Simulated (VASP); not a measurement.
# MgS in VASP: further runs, part 2 of 2

VASP 6.6.1. The steps go on from the part before.

## 5. Single point, LDA (strain -0.030 along x and y, -0.030 along z)

Input file INCAR:

```
SYSTEM = MgS
PREC = Accurate
ENCUT = 520
EDIFF = 1E-6
ISMEAR = 0
SIGMA = 0.05
LREAL = .FALSE.
LASPH = .TRUE.
NELM = 100
ALGO = Normal
ISIF = 2
LWAVE = .FALSE.
LCHARG = .FALSE.
GGA = CA
NBANDS = 11
```

Input file KPOINTS:

```
regular mesh
0
G
  8 8 8
  0 0 0
```

Input file POSCAR:

```
MgS
1.0
    0.0000000000      2.7481264454      2.7481264454
    2.7481264454      0.0000000000      2.7481264454
    2.7481264454      2.7481264454      0.0000000000
Mg S
1 1
Direct
    0.0000000000      0.0000000000      0.0000000000
    0.7500000000      0.7500000000      0.7500000000
```

Potentials or basis: VASP PAW LDA potentials, release 64 (Mg, S).

On the command line:

```sh
cat potpaw_LDA.64/Mg/POTCAR potpaw_LDA.64/S/POTCAR > POTCAR
mpirun -np 1 vasp_std > vasp.out
```

OUTCAR:

```text
SYSTEM = MgS
   PREC = Accurate
   ENCUT = 520
   EDIFF = 1E-6
   ISMEAR = 0
   LREAL = .FALSE.
   LASPH = .TRUE.
   NELM = 100
   ISIF = 2
   GGA = CA

 ion  position               nearest neighbor table
   1  0.000  0.000  0.000-   2 2.38   2 2.38   2 2.38   2 2.38
   2  0.750  0.750  0.750-   1 2.38   1 2.38   1 2.38   1 2.38

  LATTYP: Found a face centered cubic cell.
 ALAT       =     5.4962528908

  Lattice vectors:

 A1 = (   0.0000000000,   2.7481264454,   2.7481264454)
 A2 = (   2.7481264454,   0.0000000000,   2.7481264454)
 A3 = (   2.7481264454,   2.7481264454,   0.0000000000)

Analysis of symmetry for initial positions (statically):
=====================================================================
 Subroutine PRICEL returns:
 Original cell was already a primitive cell.

 Routine SETGRP: Setting up the symmetry group for a
 face centered cubic supercell.

 Subroutine GETGRP returns: Found 24 space group operations
 (whereof 24 operations were pure point group operations)
 out of a pool of 48 trial point group operations.

The static configuration has the point symmetry T_d .

Analysis of symmetry for dynamics (positions and initial velocities):
=====================================================================
 Subroutine PRICEL returns:
 Original cell was already a primitive cell.

 Routine SETGRP: Setting up the symmetry group for a
 face centered cubic supercell.

 Subroutine GETGRP returns: Found 24 space group operations
 (whereof 24 operations were pure point group operations)
 out of a pool of 48 trial point group operations.

The dynamic configuration has the point symmetry T_d .

 Subroutine INISYM returns: Found 24 space group operations
 (whereof 24 operations are pure point group operations),
 and found     1 'primitive' translations

----------------------------------------------------------------------------------------

                                     Primitive cell

  volume of cell :      41.5088

[... 112 lines left out ...]
   LORBIT       =      0    0 simple, 1 ext, 2 COOP (PROOUT), +10 PAW based schemes
   GGA     = CA    functional components
   LHFCALC =     F    Hartree Fock is set to
   AEXX    =    0.0000 exact exchange contribution
   IVDW    =     0    specifies the selected vdW correction
   LEPSILON=     F    determine dielectric tensor
   LRPA    =     F    only Hartree local field effects (RPA)
 non-spin polarized calculation
 Gauss-broadening in eV      SIGMA  =   0.05
  energy-cutoff  :      520.00
  volume of cell :       41.51
 maximum number of plane-waves:      1139
 NGX is ok and might be reduce to    30
   NGX = 15   NGY = 15   NGZ = 15

 number of electron       7.9999998 magnetization

 Free energy of the ion-electron system (eV)
  ---------------------------------------------------
  ext. energy  EPLUGINS =         0.00000000
  ---------------------------------------------------
  free energy    TOTEN  =        -9.37362281 eV

  energy without entropy =       -9.37362281  energy(sigma->0) =       -9.37362281

 E-fermi :   1.7032     XC(G=0):  -9.1047

 val. band max:        1.4839980400   @ k =   0.0000   0.0000   0.0000
 cond. band min:       5.0554542111   @ k =   0.5000   0.5000   0.0000
 fundamental gap:      3.5714561711
 Fermi energy:         1.7031544225

 k-point     1 :       0.0000    0.0000    0.0000
  band No.  band energies     occupation
      1     -10.0701      2.00000
      2       1.4840      2.00000
      3       1.4840      2.00000
      4       1.4840      2.00000
      5       5.1364      0.00000
      6       9.4763      0.00000
      7       9.4763      0.00000
      8       9.4763      0.00000
      9      12.4062      0.00000
     10      12.4062      0.00000
     11      15.5732      0.00000
[... 309 lines left out ...]
 k-point    24 :      -0.3750    0.2500    0.1250
  band No.  band energies     occupation
      1      -9.0839      2.00000
      2      -1.6459      2.00000
      3       0.0115      2.00000
      4       0.7473      2.00000
      5       7.4447      0.00000
      6       8.0689      0.00000
      7      10.3916      0.00000
      8      10.5243      0.00000
      9      13.1668      0.00000
     10      14.6054      0.00000
     11      16.1657      0.00000

 [... further k-points ...]
[... 5 lines left out ...]
  --------------------------------------------------------------------------------------
  -------------------------------------------------------------------------------------
  Total        0.8483622      0.8483622      0.8483622      0.0000000     -0.0000000      0.0000000
  in kB       32.7455086     32.7455086     32.7455086      0.0000000     -0.0000000      0.0000000
  external PRESSURE =      32.7455086 kB  Pullay stress =       0.0000000 kB

 VOLUME and BASIS-vectors are now :
 -----------------------------------------------------------------------------
  energy-cutoff  :      520.00
  volume of cell :       41.51
      direct lattice vectors                 reciprocal lattice vectors
     0.000000000  2.748126445  2.748126445    -0.181942138  0.181942138  0.181942138
     2.748126445  0.000000000  2.748126445     0.181942138 -0.181942138  0.181942138
     2.748126445  2.748126445  0.000000000     0.181942138  0.181942138 -0.181942138

 POSITION                                       TOTAL-FORCE (eV/Angst)
 -----------------------------------------------------------------------------------
      0.00000      0.00000      0.00000        -0.000000     -0.000000     -0.000000
      4.12219      4.12219      4.12219         0.000000      0.000000      0.000000
 -----------------------------------------------------------------------------------
    total drift:                               -0.000000     -0.000000     -0.000000

  FREE ENERGIE OF THE ION-ELECTRON SYSTEM (eV)
  ---------------------------------------------------
  free  energy   TOTEN  =        -9.3736228105 eV

  energy  without entropy=       -9.3736228105  energy(sigma->0) =       -9.37362281
```

stdout:

```text
POSCAR found type information on POSCAR MgS
 POSCAR found :  2 types and       2 ions
 scaLAPACK will be used
 LDA part: xc-table for (Slater(with rela. corr.)+CA(PZ))
 , standard interpolation
 POSCAR, INCAR and KPOINTS ok, starting setup
 FFT: planning ... GRIDC
 FFT: planning ... GRID_SOFT
 FFT: planning ... GRID
 WAVECAR not read
 entering main loop
```

Run time: 23 s. Hardware: 1 thread of AMD EPYC 7R13, shared host; peak memory 0.12 GiB.

What came out:

```
Free energy            : -9.3736 eV
Pressure               : 3.3 GPa
Band gap on the k mesh : 3.57 eV, indirect (least direct gap 3.65 eV)
```

Caveat: the cell differs from its parent crystal (strain -0.030 along x and y, -0.030 along z). A k mesh can miss the band edges.

## 6. The runs side by side

```tsv
cell	gap on the mesh (eV)	pressure (GPa)
a = 4.037, b = 4.037, c = 4.067 Å, angles 59.8, 59.8, 60.5°, 2 atoms	3.01	-4.0
a = 4.067, b = 4.067, c = 4.127 Å, angles 59.5, 59.5, 61.0°, 2 atoms	2.85	-5.3
a = 4.097, b = 4.097, c = 4.127 Å, angles 59.8, 59.8, 60.5°, 2 atoms	2.80	-5.8
a = 3.886 Å, angles 60.0°, 2 atoms	3.57	3.3
```

Alike in all rows: task single point; level LDA; potentials or basis VASP PAW LDA potentials, release 64 (Mg, S); no spin polarisation; k mesh 8 × 8 × 8; cutoff (eV) 520; smearing gaussian 0.05 eV.

Total energies depend on the potentials used, so only differences within one code and one set of settings carry meaning.
